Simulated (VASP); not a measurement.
# TiC (Fm-3m) in VASP: single point with PBE

Aim: the single point of TiC with PBE.

Everything below comes from runs of VASP 6.6.1. Logs are shortened: lines on timing, memory, paths and dates and some standing lists are left out, and cuts for length are marked.

## (1) The cell of the first run

It takes space group Fm-3m (No. 225, cubic). Conventional cell: a = 4.319 Å, b = 4.319 Å, c = 4.319 Å, α = 90.00°, β = 90.00°, γ = 90.00°. Ti (site symmetry m-3m) has 6 C at 2.16 Å within 2.9 Å. C (site symmetry m-3m) has 6 Ti at 2.16 Å within 2.9 Å.

## (2) Single point, PBE

Input file INCAR:

```
PREC = Accurate
ENCUT = 600
EDIFF = 1E-6
ISMEAR = 1
SIGMA = 0.3
LREAL = F
LASPH = T
NELM = 120
ALGO = Normal
ISIF = 2
LWAVE = F
LCHARG = T
GGA = PE
LELF = T
LVHAR = T
NBANDS = 15
GGA_COMPAT = F
```

Input file KPOINTS:

```
regular mesh
0
Gamma
  11 11 11
```

Input file POSCAR:

```
TiC
1.0
    0.0000000000      2.1593000000      2.1593000000
    2.1593000000      0.0000000000      2.1593000000
    2.1593000000      2.1593000000      0.0000000000
Ti C
1 1
Direct
    0.0000000000      0.0000000000      0.0000000000
    0.5000000000      0.5000000000      0.5000000000
```

Potentials or basis: VASP PAW PBE potentials, release 64 (Ti_sv, C).

The run is started by

```
$ cat potpaw_PBE.64/Ti_sv/POTCAR potpaw_PBE.64/C/POTCAR > POTCAR
$ mpirun -np 1 vasp_std > vasp.out
```

OUTCAR:

```text
PREC = Accurate
   ENCUT = 600
   EDIFF = 1E-6
   ISMEAR = 1
   LREAL = F
   LASPH = T
   NELM = 120
   ISIF = 2
   GGA = PE

 ion  position               nearest neighbor table
   1  0.000  0.000  0.000-   2 2.16   2 2.16   2 2.16   2 2.16   2 2.16   2 2.16
   2  0.500  0.500  0.500-   1 2.16   1 2.16   1 2.16   1 2.16   1 2.16   1 2.16

  LATTYP: Found a face centered cubic cell.
 ALAT       =     4.3186000000

  Lattice vectors:

 A1 = (   0.0000000000,   2.1593000000,   2.1593000000)
 A2 = (   2.1593000000,   0.0000000000,   2.1593000000)
 A3 = (   2.1593000000,   2.1593000000,   0.0000000000)

Analysis of symmetry for initial positions (statically):
=====================================================================
 Subroutine PRICEL returns:
 Original cell was already a primitive cell.

 Routine SETGRP: Setting up the symmetry group for a
 face centered cubic supercell.

 Subroutine GETGRP returns: Found 48 space group operations
 (whereof 48 operations were pure point group operations)
 out of a pool of 48 trial point group operations.

The static configuration has the point symmetry O_h .

Analysis of symmetry for dynamics (positions and initial velocities):
=====================================================================
 Subroutine PRICEL returns:
 Original cell was already a primitive cell.

 Routine SETGRP: Setting up the symmetry group for a
 face centered cubic supercell.

 Subroutine GETGRP returns: Found 48 space group operations
 (whereof 48 operations were pure point group operations)
 out of a pool of 48 trial point group operations.

The dynamic configuration has the point symmetry O_h .

 Subroutine INISYM returns: Found 48 space group operations
 (whereof 48 operations are pure point group operations),
 and found     1 'primitive' translations

----------------------------------------------------------------------------------------

                                     Primitive cell

  volume of cell :      20.1358

  direct lattice vectors                    reciprocal lattice vectors
     0.000000000  2.159300000  2.159300000    -0.231556523  0.231556523  0.231556523
     2.159300000  0.000000000  2.159300000     0.231556523 -0.231556523  0.231556523
     2.159300000  2.159300000  0.000000000     0.231556523  0.231556523 -0.231556523

  length of vectors
     3.053711345  3.053711345  3.053711345     0.401067663  0.401067663  0.401067663

  position of ions in fractional coordinates (direct lattice)
     0.000000000  0.000000000  0.000000000
     0.500000000  0.500000000  0.500000000

  ion indices of the primitive-cell ions
   primitive index   ion index
                 1           1
                 2           2

----------------------------------------------------------------------------------------

 KPOINTS: regular mesh

Automatic generation of k-mesh.
 Grid dimensions read from file:
 generate k-points for:   11   11   11

 Generating k-lattice:

  Cartesian coordinates                     Fractional coordinates (reciprocal lattice)
    -0.021050593  0.021050593  0.021050593     0.090909091  0.000000000  0.000000000
     0.021050593 -0.021050593  0.021050593     0.000000000  0.090909091  0.000000000
     0.021050593  0.021050593 -0.021050593     0.000000000  0.000000000  0.090909091

  Length of vectors
     0.036460697  0.036460697  0.036460697

  Shift w.r.t. Gamma in fractional coordinates (k-lattice)
     0.000000000  0.000000000  0.000000000

 Subroutine IBZKPT returns following result:
 ===========================================

 Found     56 irreducible k-points:

 Following reciprocal coordinates:
            Coordinates               Weight
  0.000000  0.000000  0.000000      1.000000
  0.090909  0.000000  0.000000      8.000000
  0.181818  0.000000  0.000000      8.000000
  0.272727  0.000000  0.000000      8.000000
  0.363636  0.000000  0.000000      8.000000
  0.454545  0.000000  0.000000      8.000000
[... 16 lines left out ...]
 -0.272727  0.181818  0.000000     24.000000
 -0.181818  0.181818  0.000000     12.000000
 [... further k-points ...]
   k-points           NKPTS =     56   k-points in BZ     NKDIM =     56   number of bands    NBANDS=     15
   number of dos      NEDOS =    301   number of ions     NIONS =      2
   total plane-waves  NPLWV =  13824
   dimension x,y,z NGX =    24 NGY =   24 NGZ =   24
   dimension x,y,z NGXF=    48 NGYF=   48 NGZF=   48
   ions per type =               1   1
   NGX,Y,Z   is equivalent  to a cutoff of  13.07, 13.07, 13.07 a.u.
   NGXF,Y,Z  is equivalent  to a cutoff of  26.13, 26.13, 26.13 a.u.
 SYSTEM =  unknown system
   PREC   = accura    normal or accurate (medium, high low for compatibility)
   ISTART =      0    job   : 0-new  1-cont  2-samecut
   ICHARG =      2    charge: 1-file 2-atom 10-const
   ISPIN  =      1    spin polarized calculation?
   LNONCOLLINEAR =      F non collinear calculations
   LSORBIT =      F    spin-orbit coupling
   LASPH  =      T    aspherical Exc in radial PAW
   ENCUT  =  600.0 eV  44.10 Ry    6.64 a.u.   6.10  6.10  6.10*2*pi/ulx,y,z
   NELM   =    120;   NELMIN=  2; NELMDL= -5     # of ELM steps
   EDIFF  = 0.1E-05   stopping-criterion for ELM
   LREAL  =      F    real-space projection
   EDIFFG = 0.1E-04   stopping-criterion for IOM
   NSW    =      0    number of steps for IOM
   IBRION =     -1    ionic relax: 0-MD 1-quasi-New 2-CG
   NFREE  =      0    steps in history (QN), initial steepest desc. (CG)
   ISIF   =      2    stress and relaxation
   ISYM   =      2    0-nonsym 1-usesym 2-fastsym
   POTIM  = 0.5000    time-step for ionic-motion
   TEBEG  =    0.0;   TEEND  =   0.0 temperature during run
   PSTRESS=    0.0 pullay stress
   NELECT =      16.0000    total number of electrons
   NUPDOWN=      -1.0000    fix difference up-down
   EMIN   =  10.00;   EMAX   =-10.00  energy-range for DOS
   EFERMI =   0.00;   METHOD = LEGACY
   ISMEAR =     1;   SIGMA  =   0.30  broadening in eV -4-tet -1-fermi 0-gaus
   EFERMI_NEDOS =   21; number of points for ismear=-14 and -15
   IALGO  =     38    algorithm
   IMIX   =      4    mixing-type and parameters
     AMIX     =   0.40;   BMIX     =  1.00
     AMIX_MAG =   1.60;   BMIX_MAG =  1.00
  volume/ion in A,a.u.               =      10.07        67.94
  Fermi-wavevector in a.u.,A,eV,Ry     =   1.516323  2.865436 31.283015  2.299237
  Thomas-Fermi vector in A             =   2.625728
   LORBIT       =      0    0 simple, 1 ext, 2 COOP (PROOUT), +10 PAW based schemes
   GGA     = PE    functional components
   LHFCALC =     F    Hartree Fock is set to
   AEXX    =    0.0000 exact exchange contribution
   IVDW    =     0    specifies the selected vdW correction
   LEPSILON=     F    determine dielectric tensor
   LRPA    =     F    only Hartree local field effects (RPA)
 non-spin polarized calculation
 Methfessel and Paxton  Order N= 1 SIGMA  =   0.30
  energy-cutoff  :      600.00
  volume of cell :       20.14
 maximum number of plane-waves:       684
   NGX = 13   NGY = 13   NGZ = 13

 number of electron      16.0000002 magnetization

 Free energy of the ion-electron system (eV)
  ---------------------------------------------------
  ext. energy  EPLUGINS =         0.00000000
  ---------------------------------------------------
  free energy    TOTEN  =       -18.70737727 eV

  energy without entropy =      -18.70799271  energy(sigma->0) =      -18.70758241

 E-fermi :   9.5461     XC(G=0): -12.7440

 val. band max:        9.4515647351   @ k =   0.4545   0.4545   0.0000
 cond. band min:       9.6710071372   @ k =   0.0909   0.0000   0.0000
 fundamental gap:      0.2194424020
 Fermi energy:         9.5461107112

 k-point     1 :       0.0000    0.0000    0.0000
  band No.  band energies     occupation
      1     -47.0483      2.00000
      2     -23.0680      2.00000
      3     -23.0680      2.00000
      4     -23.0680      2.00000
      5      -2.9206      2.00000
      6      10.2126     -0.00733
      7      10.2126     -0.00733
      8      10.2126     -0.00733
      9      11.2063     -0.00000
     10      11.2063     -0.00000
     11      11.2063     -0.00000
     12      11.2474     -0.00000
     13      11.2474     -0.00000
     14      20.1315      0.00000
     15      23.5854      0.00000

 k-point     2 :       0.0909    0.0000    0.0000
  band No.  band energies     occupation
      1     -47.0423      2.00000
      2     -23.1102      2.00000
      3     -23.0720      2.00000
      4     -23.0720      2.00000
      5      -2.7327      2.00000
      6       9.3920      1.75523
      7       9.6710      0.35851
      8       9.6710      0.35851
      9      10.5423     -0.00003
     10      10.5423     -0.00003
     11      11.6068     -0.00000
     12      12.7269     -0.00000
     13      12.7269     -0.00000
     14      20.4519      0.00000
     15      23.6504      0.00000

 k-point     3 :       0.1818    0.0000    0.0000
  band No.  band energies     occupation
      1     -47.0262      2.00000
      2     -23.2220      2.00000
      3     -23.0825      2.00000
      4     -23.0825      2.00000
      5      -2.1931      2.00000
      6       7.9448      2.00000
      7       8.5269      2.00002
      8       8.5269      2.00002
      9      10.8899     -0.00000
     10      10.8899     -0.00000
     11      12.0493     -0.00000
     12      14.2915     -0.00000
     13      14.2915     -0.00000
     14      20.9661      0.00000
     15      23.6496      0.00000
[... 343 lines left out ...]
 k-point    23 :      -0.2727    0.1818    0.0000
  band No.  band energies     occupation
      1     -46.9800      2.00000
      2     -23.4322      2.00000
      3     -23.2185      2.00000
      4     -23.1068      2.00000
      5      -0.4342      2.00000
      6       5.2653      2.00000
      7       6.9625      2.00000
      8       7.0172      2.00000
      9      11.5502     -0.00000
     10      12.5115     -0.00000
     11      13.3287     -0.00000
     12      14.7000     -0.00000
     13      17.5073      0.00000
     14      20.6608      0.00000
     15      23.2102      0.00000

 k-point    24 :      -0.1818    0.1818    0.0000
  band No.  band energies     occupation
      1     -46.9980      2.00000
      2     -23.3487      2.00000
      3     -23.1784      2.00000
      4     -23.0882      2.00000
      5      -1.1831      2.00000
      6       6.2499      2.00000
      7       7.3312      2.00000
      8       7.5676      2.00000
      9      11.0766     -0.00000
     10      12.1980     -0.00000
     11      13.1204     -0.00000
     12      13.9294     -0.00000
     13      16.8393      0.00000
     14      21.3996      0.00000
     15      23.0797      0.00000

 [... further k-points ...]
[... 5 lines left out ...]
  --------------------------------------------------------------------------------------
  -------------------------------------------------------------------------------------
  Total        0.3338902      0.3338902      0.3338902      0.0000000      0.0000000      0.0000000
  in kB       26.5671675     26.5671675     26.5671675      0.0000000      0.0000000      0.0000000
  external PRESSURE =      26.5671675 kB  Pullay stress =       0.0000000 kB

 VOLUME and BASIS-vectors are now :
 -----------------------------------------------------------------------------
  energy-cutoff  :      600.00
  volume of cell :       20.14
      direct lattice vectors                 reciprocal lattice vectors
     0.000000000  2.159300000  2.159300000    -0.231556523  0.231556523  0.231556523
     2.159300000  0.000000000  2.159300000     0.231556523 -0.231556523  0.231556523
     2.159300000  2.159300000  0.000000000     0.231556523  0.231556523 -0.231556523

 POSITION                                       TOTAL-FORCE (eV/Angst)
 -----------------------------------------------------------------------------------
      0.00000      0.00000      0.00000         0.000000     -0.000000     -0.000000
      2.15930      2.15930      2.15930        -0.000000      0.000000      0.000000
 -----------------------------------------------------------------------------------
    total drift:                                0.000000     -0.000000     -0.000000

  FREE ENERGIE OF THE ION-ELECTRON SYSTEM (eV)
  ---------------------------------------------------
  free  energy   TOTEN  =       -18.7073772671 eV

  energy  without entropy=      -18.7079927081  energy(sigma->0) =      -18.70758241
```

It took 53 s on 1 thread of AMD EPYC 7R43 (Zen 3), shared host; peak memory 0.12 GiB.

Results:

| Item | Value |
| --- | --- |
| Free energy | -18.7074 eV |
| Pressure | 2.7 GPa |
| Band gap on the k mesh | zero (band 8 reaches 10.21 eV, above the bottom of band 9 at 9.11 eV) |
